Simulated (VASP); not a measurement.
Crystal: Si.

```
Si
1.0
     0.02958    2.75170    2.75170
     2.75170    0.02958    2.75170
     2.75170    2.75170    0.02958
Si
2
Cartesian
  0.0034 0.0034 0.0034
  1.3798 1.3798 1.3798
```

This cell differs from its parent crystal: strain along [111] +1.6%.

Base run:

| Property | Result |
| --- | --- |
| Program | VASP 6.6.1 |
| Functional | r2SCAN |
| Potentials or basis | VASP PAW PBE potentials, release 64 (Si) |
| Cutoff | 520 eV |
| k mesh | 8 × 8 × 8 |
| Occupations | gaussian, width 0.01 eV |
| Spin | no spin polarisation |

Its results: band gap on the k mesh 0.80 eV (least direct gap 2.54 eV); pressure -1.7 GPa.

**Question.** The run is repeated on the same cell with these changes: functional from r2SCAN to HSE06; k mesh from 8 × 8 × 8 to 6 × 6 × 6. What comes out?

**Answer.** Band gap on the k mesh 1.21 eV (least direct gap 3.09 eV); pressure -2.0 GPa.

Several settings changed at once.

Caveats: the PAW data sets were made with another functional, which shifts forces and pressure a little.

A k mesh can miss the band edges.
